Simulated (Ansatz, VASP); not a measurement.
MgF2: VASP beside Ansatz

```
Mg F
1.0
     3.85479    0.00000    0.00000
     0.00000    3.85479    0.00000
     0.00000    0.00000    2.60880
Mg F
2 4
Cartesian
  0.0000 0.0000 0.0000
  1.9274 1.9274 1.3044
  1.1584 1.1584 0.0000
  2.6964 2.6964 0.0000
  3.0858 0.7690 1.3044
  0.7690 3.0858 1.3044
```

Change from the starting cell: volume scaled by 0.62, PAW files.

Alike in both runs: task single point; functional LDA; k mesh 7 × 7 × 10; occupations fermi-dirac, width 0.1 eV; no spin polarisation.

```csv
,VASP,Ansatz
version,VASP 6.6.1,Ansatz 0.2.0
potentials or method,"VASP PAW LDA potentials, release 64 (Mg, F)","PAW with Ansatz's default frozen-core files, scalar-relativistic"
plane-wave cutoff (eV),600,420
valence electrons in the cell,32,48
```

|  | VASP | Ansatz | Ansatz less VASP |
| --- | --- | --- | --- |
| gap on the k mesh at the Fermi level (eV) | 11.07 | 11.11 | +0.035 |
| pressure (GPa) | 156.4 | 152.3 | -4.08 |
| traceless stress, the component that is largest in VASP (GPa) | -0.61 | 0.04 | +0.654 |
| rms of the force components (eV/Å) | 0.045 | 0.000 | -0.0451 |

LDA's correlation is that of Perdew and Zunger in VASP and of Perdew and Wang (1992) in Ansatz. Atom by atom the forces differ by 0.046 eV/Å (rms over components). Both programs put the cell under a high pressure, so it lies far from rest at this level. VASP's potentials hold 32 valence electrons a cell and Ansatz's 48, so a difference there can come from the potentials and not from the codes.

Noted on VASP's run: the cell as given lies far from equilibrium.
